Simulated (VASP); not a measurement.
A run of VASP 6.6.1 is set up as follows.

File INCAR:

```
PREC     = Accurate       # precision mode
ENCUT    = 520            # plane-wave cutoff, eV
EDIFF    = 1E-6           # SCF threshold, eV
ISMEAR   = 0              # smearing method
SIGMA    = 0.01           # smearing width, eV
LREAL    = False          # projectors in reciprocal space
LASPH    = True           # aspherical terms in the spheres
NELM     = 80             # most SCF steps
ALGO     = Normal         # electronic algorithm
ISIF     = 2              # what is computed and relaxed
LWAVE    = False          # write WAVECAR
LCHARG   = False          # write CHGCAR
GGA      = PE             # functional
NBANDS   = 35             # bands
```

The input KPOINTS:

```
regular mesh
0
Gamma
  12 12 2
```

Contents of POSCAR:

```
WS2
1.0
    3.1877751902      0.0000000029      0.0000000000
   -1.5938875976      2.7606942948      0.0000000000
    0.0000000000      0.0000000000     14.8712872264
W S
2 4
Direct
    0.3333333333      0.6666666667      0.2500000000
    0.6666666667      0.3333333333      0.7500000000
    0.3333333333      0.6666666667      0.6443541682
    0.6666666667      0.3333333333      0.1443541682
    0.3333333333      0.6666666667      0.8556458318
    0.6666666667      0.3333333333      0.3556458318
```

Potentials or basis: VASP PAW PBE potentials, release 64 (W_sv, S).

The run is started by

```sh
$ cat potpaw_PBE.64/W_sv/POTCAR potpaw_PBE.64/S/POTCAR > POTCAR
$ mpirun -np 1 vasp_std > vasp.out
```

Task: What does it give for the pressure?

Result: 0.0 GPa.

Task: What does it give for the band gap on the k mesh?

Result: 1.64 eV (least direct gap 1.80 eV).

Forces on the atoms (eV/Å):
```
W    0.000  0.000  0.000
W    0.000  0.000  0.000
S    0.000  0.000 -0.003
S    0.000  0.000 -0.003
S    0.000  0.000  0.003
S    0.000  0.000  0.003
```

Caveat: spin-orbit coupling is left out, which moves the levels of the heavy elements; this functional lacks dispersion, which binds layers or chains, so the pressure and a relaxed spacing across them are unreliable. A k mesh can miss the band edges.
